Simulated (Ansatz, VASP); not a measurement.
## One calculation of Si, two programs

```
CELL_PARAMETERS angstrom
3.82120 0.00000 0.00000
-1.91060 3.30925 0.00000
0.00000 0.00000 6.28098
ATOMIC_POSITIONS crystal
Si 0.33333 0.66667 0.99960
Si 0.66667 0.33333 0.49960
Si 0.33333 0.66667 0.37440
Si 0.66667 0.33333 0.87440
```

Change from the starting cell: strained cell.

Alike in both runs: functional LDA; k mesh 9 × 9 × 6; occupations gaussian, width 0.02 eV; no spin polarisation.

Ansatz relaxed the structure, and its values are those at the end. VASP's run is a single point on that final structure, the one shown.

```csv
,VASP,Ansatz
version,VASP 6.6.1,Ansatz 0.2.0
potentials or method,"VASP PAW LDA potentials, release 64 (Si), cutoff 520 eV","scalar-relativistic, plane waves, PAW"
valence electrons in the cell,16,16
```

Ansatz gave:

- gap on the k mesh at the Fermi level (eV): 0.31
- least direct gap on the mesh (eV): 0.90
- pressure (GPa): -0.8

**Question.** What did VASP give for the same quantities?

**Answer.** gap on the k mesh at the Fermi level (eV): 0.31; least direct gap on the mesh (eV): 0.91; pressure (GPa): -0.8.

Ansatz warns that its potentials were made for another functional, while VASP's fit it. LDA's correlation is that of Perdew and Zunger in VASP and of Perdew and Wang (1992) in Ansatz. Ansatz's warnings: stress scf threshold loose.
